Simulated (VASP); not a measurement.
Set up this calculation in VASP 6.6.1, as the native input.

```
Task                   : relaxation of cell and atoms
Functional             : PBE
Dispersion             : D4
Potentials or basis    : VASP PAW PBE potentials, release 64 (C)
Cutoff                 : 600 eV
k mesh                 : 10 × 10 × 8
Occupations            : fermi-dirac, width 0.02 eV
Spin                   : no spin polarisation
Dipole correction      : no
Further INCAR settings : ALGO = Normal; EDIFF = 1e-07; IBRION = 2; EDIFFG = -0.005; NSW = 80; ISIF = 3
```

The structure of C lies in POSCAR:

```
C
1.0
    2.1345826154     -1.2323935125     -0.0088175219
    2.1345826154      1.2323935125     -0.0088175219
   -1.3982964063      0.0000000000      3.3976736458
C
2
Direct
    0.8333616298      0.8333616298      0.0000848028
    0.1666383702      0.1666383702      0.9999151972
```

One way to write it, as run:

INCAR

```
SYSTEM = C
ALGO = Normal
EDIFF = 1E-7
EDIFFG = -0.005
ENCUT = 600
GGA = PE
IBRION = 2
ISIF = 3
ISMEAR = -1
IVDW = 13
LASPH = .True.
LCHARG = .False.
LREAL = .False.
LWAVE = .False.
NELM = 60
NSW = 80
PREC = Accurate
SIGMA = 0.02
```

KPOINTS

```
k-points
0
Gamma
  10 10 8
  0 0 0
```

Potentials or basis: VASP PAW PBE potentials, release 64 (C).

Run with:

```bash
$ cat potpaw_PBE.64/C/POTCAR > POTCAR
$ mpirun -np 1 vasp_std > vasp.out
```

Results of the run:

- Relaxed volume: 8.70 Å³/atom
- Relaxed cell: a = 2.460 Å, b = 2.460 Å, c = 3.607 Å, α = 109.81°, β = 109.81°, γ = 60.00°
- Space group after relaxing (to 0.1 Å): R-3m (No. 166)
- Energy gained by relaxing: 0.7 meV/atom
- Ionic steps: 9
- Pressure after relaxing: 0.0 GPa
- Largest force after relaxing: 0.004 eV/Å
- Dispersion energy per atom: -0.178 eV

It took 5 min on 1 thread of Intel Xeon 8259CL (shared host), peak memory 0.15 GiB.
